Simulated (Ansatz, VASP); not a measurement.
Sr in VASP and in Ansatz

Contents of POSCAR:

```
Sr
1.0
   -2.5220000000      2.5220000000      2.6190000000
    2.5220000000     -2.5220000000      2.6190000000
    2.5220000000      2.5220000000     -2.6190000000
Sr
1
Direct
    0.0000000000      0.0000000000      0.0000000000
```

The input INCAR.step1:

```
SYSTEM = Sr
PREC     = Accurate       ! precision mode
ENCUT    = 520            ! plane-wave cutoff, eV
ISMEAR   = 0              ! smearing method
SIGMA    = 0.15           ! smearing width, eV
LREAL    = .FALSE.        ! projectors in reciprocal space
LASPH    = .TRUE.         ! aspherical terms in the spheres
NELM     = 80             ! most SCF steps
NBANDS   = 11             ! bands
GGA      = PE             ! functional
ALGO     = Normal         ! electronic algorithm
EDIFF    = 1E-4           ! SCF threshold, eV
LWAVE    = .TRUE.         ! write WAVECAR
LCHARG   = .FALSE.        ! write CHGCAR
```

INCAR.step2

```
SYSTEM = Sr
PREC     = Accurate       ! precision mode
ENCUT    = 520            ! plane-wave cutoff, eV
EDIFF    = 1E-6           ! SCF threshold, eV
ISMEAR   = 0              ! smearing method
SIGMA    = 0.15           ! smearing width, eV
LREAL    = .FALSE.        ! projectors in reciprocal space
LASPH    = .TRUE.         ! aspherical terms in the spheres
NELM     = 80             ! most SCF steps
ALGO     = Normal         ! electronic algorithm
ISIF     = 2              ! what is computed and relaxed
LWAVE    = .FALSE.        ! write WAVECAR
LCHARG   = .FALSE.        ! write CHGCAR
METAGGA  = R2SCAN         ! meta-GGA
LMIXTAU  = .TRUE.       
NBANDS   = 11             ! bands
ISTART   = 1
```

The input KPOINTS:

```
Automatic mesh
0
G
  14 14 14
  0 0 0
```

Input for Ansatz:

```yaml
crystal:
  lattice:
    - [-2.522, 2.522, 2.619]
    - [2.522, -2.522, 2.619]
    - [2.522, 2.522, -2.619]
  atoms:
    - { symbol: Sr, position: [0.0, 0.0, 0.0] }
basis:
  ecutwfc: 500
kpoints:
  mp_grid: { grid: [14, 14, 14] }
hamiltonian:
  xc: r2scan
scf:
  occupations: { method: gaussian, width: 0.15 }
output:
  forces: true
  stress: true
  eigenvalues: true
```

Change from the starting cell: strain +0.040 along x and y, +0.080 along z, atoms carried along.

Alike in both runs: task single point; functional r2SCAN; k mesh 14 × 14 × 14; occupations gaussian, width 0.15 eV; no spin polarisation.

```csv
,VASP,Ansatz
version,VASP 6.6.1,Ansatz 0.2.0
potentials or method,"VASP PAW PBE potentials, release 64 (Sr_sv), cutoff 520 eV","scalar-relativistic, plane waves, PAW"
valence electrons in the cell,10,10
```

|  | VASP | Ansatz | Ansatz less VASP |
| --- | --- | --- | --- |
| gap on the k mesh at the Fermi level (eV) | none | none | - |
| pressure (GPa) | -1.5 | -1.5 | 0.00 |

VASP's potentials were made for PBE, not for r2SCAN. A gap of «none» marks a metal or a gap that the smearing closes. The functional is the same, so the differences come from potentials, cutoffs and numerics.
